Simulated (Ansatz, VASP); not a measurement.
**Two plane-wave programs on AlH**

```
Al H
1.0
     1.39577   -5.35926    0.00000
     1.39577    5.35926    0.00000
     0.00000    0.00000    2.72593
Al H
2 2
Cartesian
  1.3958 1.5868 0.6815
  1.3958 -1.5868 2.0444
  1.3958 4.4406 0.6815
  1.3958 -4.4406 2.0444
```

Alike in both runs: functional PBE; k mesh 18 × 18 × 18; occupations gaussian, width 0.1 eV; no spin polarisation.

Ansatz relaxed the structure, and its values are those at the end. VASP's run is a single point on that final structure, the one shown.

```csv
,VASP,Ansatz
version,VASP 6.6.1,Ansatz 0.2.0
potentials or method,"VASP PAW PBE potentials, release 64 (Al, H), cutoff 520 eV","scalar-relativistic, plane waves, PAW"
valence electrons in the cell,8,8
```

Ansatz gave:

| Property | Result |
| --- | --- |
| gap on the k mesh at the Fermi level (eV) | none |
| pressure (GPa) | 0.0 |

Estimate VASP's values.

gap on the k mesh at the Fermi level (eV): none; pressure (GPa): -0.1.

A gap of «none» marks a metal or a gap that the smearing closes.
